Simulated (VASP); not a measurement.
Set up this calculation in VASP 6.6.1, as the native input.

```yaml
Task: single point
Functional: PBE
Potentials_or_basis: VASP PAW PBE potentials, release 64 (Pt, Se)
Cutoff: 520 eV
k_mesh: 6 × 6 × 4
Occupations: gaussian, width 0.05 eV
Spin: collinear spin, zero start
Starting_moments: "[0.0, 0.0, 0.0] μB"
Hubbard_terms: Pt d U = 5.0 eV, J = 0.9 eV
Dipole_correction: no
LDAUTYPE: 1
Hund's_J: 0.9
Further_INCAR_settings: ALGO = Normal; EDIFF = 1e-06; NBANDS = 22
```

The structure of PtSe2 lies in POSCAR:

```
PtSe2
1.0
    3.7240002900      0.0000000000      0.0000000000
   -1.8620001500      3.2250788600      0.0000000000
    0.0000000000      0.0000000000      5.0619995800
Pt Se
1 2
Direct
    0.0000000000      0.0000000000      0.0000000000
    0.3333333333      0.6666666667      0.2500000000
    0.6666666667      0.3333333333      0.7500000000
```

One way to write it, as run:

INCAR

```
  PREC = Accurate
  ENCUT = 520
  EDIFF = 1E-6
  ISMEAR = 0
  SIGMA = 0.05
  LREAL = F
  LASPH = T
  NELM = 150
  ALGO = Normal
  ISIF = 2
  LWAVE = F
  LCHARG = T
  ISPIN = 2
  MAGMOM = 0 0 0
  LORBIT = 11
  LMAXMIX = 4
  LDAU = T
  LDAUTYPE = 1
  LDAUL = 2 -1
  LDAUU = 5 0
  LDAUJ = 0.9 0
  LDAUPRINT = 1
  GGA = PE
  LELF = T
  LVHAR = T
  NBANDS = 22
```

KPOINTS

```
Automatic mesh
0
Gamma
  6 6 4
```

Potentials or basis: VASP PAW PBE potentials, release 64 (Pt, Se).

Command:

```sh
$ cat potpaw_PBE.64/Pt/POTCAR potpaw_PBE.64/Se/POTCAR > POTCAR
$ mpirun -np 1 vasp_std > vasp.out
```

It gave:

* Pressure: 4.7 GPa
* Largest force: 0.405 eV/Å
* Band gap on the k mesh: zero (filled and empty bands overlap)
* Net moment: 0.00 μB per cell
* Valence electrons inside the program's atomic spheres: Pt 9.72; Se 3.78

Caveat: the cell stands under pressure; spin-orbit coupling is left out, which moves the levels of the heavy elements.

Run time: 81 s on 1 thread of AMD EPYC 7R13 (shared host), peak memory 0.2 GiB.
